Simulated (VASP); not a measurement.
TlBr:

```
Tl Br
1.0
     3.99491    0.00000    0.00000
     0.00000    3.99491    0.00000
     0.00000    0.00000    3.99491
Tl Br
1 1
Cartesian
  0.0000 0.0000 0.0000
  1.9975 1.9975 1.9975
```

Base run:

| Item | Value |
| --- | --- |
| Program | VASP 6.6.1 |
| Functional | PBE |
| Potentials or basis | VASP PAW PBE potentials, release 64 (Tl_d, Br) |
| Cutoff | 500 eV |
| k mesh | 6 × 6 × 6 |
| Occupations | gaussian, width 0.01 eV |
| Spin | no spin polarisation |

Its results: band gap on the k mesh 1.89 eV; pressure 0.9 GPa.

Problem. The run is repeated on the same cell with these changes: functional from PBE to r2SCAN; cutoff from 500 eV to 550 eV. What comes out?

Solution. Band gap on the k mesh 2.33 eV; pressure 0.0 GPa.

Caveats: spin-orbit coupling is left out, which moves the levels of the heavy elements; the PAW data sets were made with another functional, which shifts forces and pressure a little (at least some runs).

A k mesh can miss the band edges.
